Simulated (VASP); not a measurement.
# GaP (m.b) (F-43m) in VASP: a series of runs, part 2 of 2

VASP 6.6.1. The steps go on from the part before.

## (3) Single point, PBE

Contents of INCAR:

```
SYSTEM = GaP
PREC = Accurate
ENCUT = 500
EDIFF = 1E-6
ISMEAR = 0
SIGMA = 0.02
LREAL = .False.
LASPH = .True.
NELM = 120
ALGO = Normal
ISIF = 2
LWAVE = .False.
LCHARG = .True.
GGA = PE
LELF = .True.
LVHAR = .True.
NBANDS = 16
GGA_COMPAT = .False.
```

Contents of KPOINTS:

```
regular mesh
0
Gamma
  10 10 10
  0 0 0
```

Contents of POSCAR:

```
GaP
1.0
    0.0000000000      2.7533028936      2.7533028936
    2.7533028936      0.0000000000      2.7533028936
    2.7533028936      2.7533028936      0.0000000000
Ga P
1 1
Direct
    0.0000000000      0.0000000000      0.0000000000
    0.2500000000      0.2500000000      0.2500000000
```

Potentials or basis: VASP PAW PBE potentials, release 64 (Ga_d, P).

Run with:

```console
$ cat potpaw_PBE.64/Ga_d/POTCAR potpaw_PBE.64/P/POTCAR > POTCAR
$ mpirun -np 1 vasp_std > vasp.out
```

OUTCAR:

```text
SYSTEM = GaP
   PREC = Accurate
   ENCUT = 500
   EDIFF = 1E-6
   ISMEAR = 0
   LREAL = .False.
   LASPH = .True.
   NELM = 120
   ISIF = 2
   GGA = PE

 ion  position               nearest neighbor table
   1  0.000  0.000  0.000-   2 2.38   2 2.38   2 2.38   2 2.38
   2  0.250  0.250  0.250-   1 2.38   1 2.38   1 2.38   1 2.38

  LATTYP: Found a face centered cubic cell.
 ALAT       =     5.5066057872

  Lattice vectors:

 A1 = (   0.0000000000,   2.7533028936,   2.7533028936)
 A2 = (   2.7533028936,   0.0000000000,   2.7533028936)
 A3 = (   2.7533028936,   2.7533028936,   0.0000000000)

Analysis of symmetry for initial positions (statically):
=====================================================================
 Subroutine PRICEL returns:
 Original cell was already a primitive cell.

 Routine SETGRP: Setting up the symmetry group for a
 face centered cubic supercell.

 Subroutine GETGRP returns: Found 24 space group operations
 (whereof 24 operations were pure point group operations)
 out of a pool of 48 trial point group operations.

The static configuration has the point symmetry T_d .

Analysis of symmetry for dynamics (positions and initial velocities):
=====================================================================
 Subroutine PRICEL returns:
 Original cell was already a primitive cell.

 Routine SETGRP: Setting up the symmetry group for a
 face centered cubic supercell.

 Subroutine GETGRP returns: Found 24 space group operations
 (whereof 24 operations were pure point group operations)
 out of a pool of 48 trial point group operations.

The dynamic configuration has the point symmetry T_d .

 Subroutine INISYM returns: Found 24 space group operations
 (whereof 24 operations are pure point group operations),
 and found     1 'primitive' translations

----------------------------------------------------------------------------------------

                                     Primitive cell

  volume of cell :      41.7438
[... 108 lines left out ...]
     AMIX     =   0.40;   BMIX     =  1.00
     AMIX_MAG =   1.60;   BMIX_MAG =  1.00
  volume/ion in A,a.u.               =      20.87       140.85
  Fermi-wavevector in a.u.,A,eV,Ry     =   1.236806  2.337225 20.812692  1.529690
  Thomas-Fermi vector in A             =   2.371400
   LORBIT       =      0    0 simple, 1 ext, 2 COOP (PROOUT), +10 PAW based schemes
   GGA     = PE    functional components
   LHFCALC =     F    Hartree Fock is set to
   AEXX    =    0.0000 exact exchange contribution
   IVDW    =     0    specifies the selected vdW correction
   LEPSILON=     F    determine dielectric tensor
   LRPA    =     F    only Hartree local field effects (RPA)
 non-spin polarized calculation
 Gauss-broadening in eV      SIGMA  =   0.02
  energy-cutoff  :      500.00
  volume of cell :       41.74
 maximum number of plane-waves:      1073
   NGX = 15   NGY = 15   NGZ = 15

 number of electron      18.0000009 magnetization

 Free energy of the ion-electron system (eV)
  ---------------------------------------------------
  ext. energy  EPLUGINS =         0.00000000
  ---------------------------------------------------
  free energy    TOTEN  =        -9.12747722 eV

  energy without entropy =       -9.12747722  energy(sigma->0) =       -9.12747722

 E-fermi :   4.4331     XC(G=0):  -9.6943

 val. band max:        4.3424952682   @ k =   0.0000   0.0000   0.0000
 cond. band min:       5.9160331402   @ k =   0.0000   0.0000   0.0000
 fundamental gap:      1.5735378720
 Fermi energy:         4.4331458835

 k-point     1 :       0.0000    0.0000    0.0000
  band No.  band energies     occupation
      1     -10.1584      2.00000
      2     -10.1584      2.00000
      3     -10.1584      2.00000
      4     -10.0677      2.00000
      5     -10.0677      2.00000
      6      -7.9222      2.00000
[... 433 lines left out ...]
      3     -10.1135      2.00000
      4     -10.0893      2.00000
      5     -10.0530      2.00000
      6      -6.0254      2.00000
[... 8 lines left out ...]
     15      16.0421      0.00000
     16      17.8860      0.00000

 [... further k-points ...]

------------------------ aborting loop because EDIFF is reached ----------------------------------------

  FORCE on cell =-STRESS in cart. coord.  units (eV):
  Direction    XX          YY          ZZ          XY          YZ          ZX
  --------------------------------------------------------------------------------------
  -------------------------------------------------------------------------------------
  Total       -0.0247934     -0.0247934     -0.0247934      0.0000000      0.0000000      0.0000000
  in kB       -0.9516006     -0.9516006     -0.9516006      0.0000000      0.0000000      0.0000000
  external PRESSURE =      -0.9516006 kB  Pullay stress =       0.0000000 kB

 VOLUME and BASIS-vectors are now :
 -----------------------------------------------------------------------------
  energy-cutoff  :      500.00
  volume of cell :       41.74
      direct lattice vectors                 reciprocal lattice vectors
     0.000000000  2.753302894  2.753302894    -0.181600071  0.181600071  0.181600071
     2.753302894  0.000000000  2.753302894     0.181600071 -0.181600071  0.181600071
     2.753302894  2.753302894  0.000000000     0.181600071  0.181600071 -0.181600071

 POSITION                                       TOTAL-FORCE (eV/Angst)
 -----------------------------------------------------------------------------------
      0.00000      0.00000      0.00000         0.000000      0.000000      0.000000
      1.37665      1.37665      1.37665        -0.000000     -0.000000     -0.000000
 -----------------------------------------------------------------------------------
    total drift:                                0.000001      0.000001      0.000001

  FREE ENERGIE OF THE ION-ELECTRON SYSTEM (eV)
  ---------------------------------------------------
  free  energy   TOTEN  =        -9.1274772175 eV

  energy  without entropy=       -9.1274772175  energy(sigma->0) =       -9.12747722
```

stdout:

```text
POSCAR found type information on POSCAR GaP
 POSCAR found :  2 types and       2 ions
 scaLAPACK will be used
 LDA part: xc-table for (Slater+PW92), standard interpolation
 POSCAR, INCAR and KPOINTS ok, starting setup
 FFT: planning ... GRIDC
 FFT: planning ... GRID_SOFT
 FFT: planning ... GRID
 WAVECAR not read
 entering main loop
```

Wall time 12 s (1 thread of AMD EPYC 9R45 (Zen 5), shared host); peak memory 0.14 GiB.

What came out:

```
Free energy            : -9.1275 eV
Pressure               : -0.1 GPa
Band gap on the k mesh : 1.57 eV, direct
```
